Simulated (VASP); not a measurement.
BN:

```
N B
1.0
     2.50180    0.00000    0.00000
    -1.25090    2.16663    0.00000
     0.00000    0.00000    4.14057
N B
2 2
Direct
  0.33333 0.66667 0.12528
  0.66667 0.33333 0.62528
  0.33333 0.66667 0.49972
  0.66667 0.33333 0.99972
```

Program: VASP 6.6.1. Alike in all runs: task single point; no spin polarisation; cell as given; k mesh 12 × 12 × 6; smearing fermi-dirac 0.05 eV.

Problem. Order these runs on this cell by their band gap on the k mesh, lowest first.
A. level r2SCAN; potentials or basis VASP PAW PBE potentials, release 64 (N, B); cutoff (eV) 520
B. level LDA; potentials or basis VASP PAW LDA potentials, release 64 (N_h, B_h); cutoff (eV) 910; second run hard_potentials
C. level PBE; potentials or basis VASP PAW PBE potentials, release 64 (N, B); cutoff (eV) 520

Solution. B (4.87 eV), C (5.09 eV), A (5.63 eV).

A k mesh can miss the band edges.
